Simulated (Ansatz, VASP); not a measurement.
**One calculation of AgI, two programs**

POSCAR

```
AgI
1.0
    4.6507453634      0.0000000000      0.0000000000
   -2.3253726817      4.0276636312      0.0000000000
    0.0000000000      0.0000000000      7.5997061756
Ag I
2 2
Direct
    0.6666666667      0.3333333333      0.6275234352
    0.3333333333      0.6666666667      0.1275234352
    0.6666666667      0.3333333333      0.0024765648
    0.3333333333      0.6666666667      0.5024765648
```

INCAR.step1

```
SYSTEM = AgI
  ALGO = Normal
  EDIFF = 1E-5
  ENCUT = 400
  GGA = PE
  GGA_COMPAT = .FALSE.
  ISIF = 2
  ISMEAR = 0
  KPAR = 4
  LASPH = .TRUE.
  LCHARG = .FALSE.
  LREAL = .FALSE.
  LWAVE = .TRUE.
  NBANDS = 26
  NELM = 120
  PREC = Accurate
  SIGMA = 0.01
```

File INCAR.step2:

```
SYSTEM = AgI
  ALGO = Normal
  EDIFF = 1E-6
  ENCUT = 400
  GGA = PE
  GGA_COMPAT = .FALSE.
  HFSCREEN = 0.2079
  ISIF = 2
  ISMEAR = 0
  ISTART = 1
  KPAR = 4
  LASPH = .TRUE.
  LCHARG = .FALSE.
  LHFCALC = .TRUE.
  LREAL = .FALSE.
  LWAVE = .FALSE.
  NBANDS = 26
  NELM = 120
  PREC = Accurate
  PRECFOCK = Normal
  SIGMA = 0.01
```

Contents of KPOINTS:

```
k-points
0
G
  6 6 2
  0 0 0
```

Input for Ansatz:

```yaml
crystal:
  lattice:
    - [4.6507453634, 0.0, 0.0]
    - [-2.3253726817, 4.0276636312, 0.0]
    - [0.0, 0.0, 7.5997061756]
  atoms:
    - { symbol: Ag, position: [0.6666666667, 0.3333333333, 0.6275234352] }
    - { symbol: Ag, position: [0.3333333333, 0.6666666667, 0.1275234352] }
    - { symbol: I, position: [0.6666666667, 0.3333333333, 0.0024765648] }
    - { symbol: I, position: [0.3333333333, 0.6666666667, 0.5024765648] }
kpoints:
  mp_grid: { grid: [6, 6, 2] }
  band_path:
    path:
      - [0.0, 0.0, 0.0]
      - [0.5, 0.0, 0.0]
      - [0.3333333333, 0.3333333333, 0.0]
      - [0.0, 0.0, 0.5]
      - [0.5, 0.0, 0.5]
      - [0.3333333333, 0.3333333333, 0.5]
    npoints: 1
hamiltonian:
  xc: hse06
scf:
  occupations: { method: fixed }
  n_extra_bands: 5
output:
  forces: true
  stress: true
  eigenvalues: true
  write_density: true
  write_potential: true
  elf: true
  volumetric_format: npy
```

Alike in both runs: task single point; functional HSE06; k mesh 6 × 6 × 2; no spin polarisation.

|  | VASP | Ansatz |
| --- | --- | --- |
| version | VASP 6.6.1 | Ansatz 0.2.0 |
| potentials or method | VASP PAW PBE potentials, release 64 (Ag, I) | plane waves, PAW |
| plane-wave cutoff (eV) | 400 | 420 |
| occupations | gaussian, width 0.01 eV | fixed |
| valence electrons in the cell | 36 | 72 |

Ansatz gave:

| Quantity | Value |
| --- | --- |
| gap on the k mesh at the Fermi level (eV) | 2.53 |
| pressure (GPa) | 0.5 |

What did VASP give for the same quantities?

gap on the k mesh at the Fermi level (eV): 2.51; pressure (GPa): 0.3.

VASP's potentials hold 36 valence electrons a cell and Ansatz's 72, so a difference there can come from the potentials and not from the codes. Ansatz's warnings: stress exchange threshold loose, stress scf threshold loose.

Neither program's run includes spin-orbit coupling.
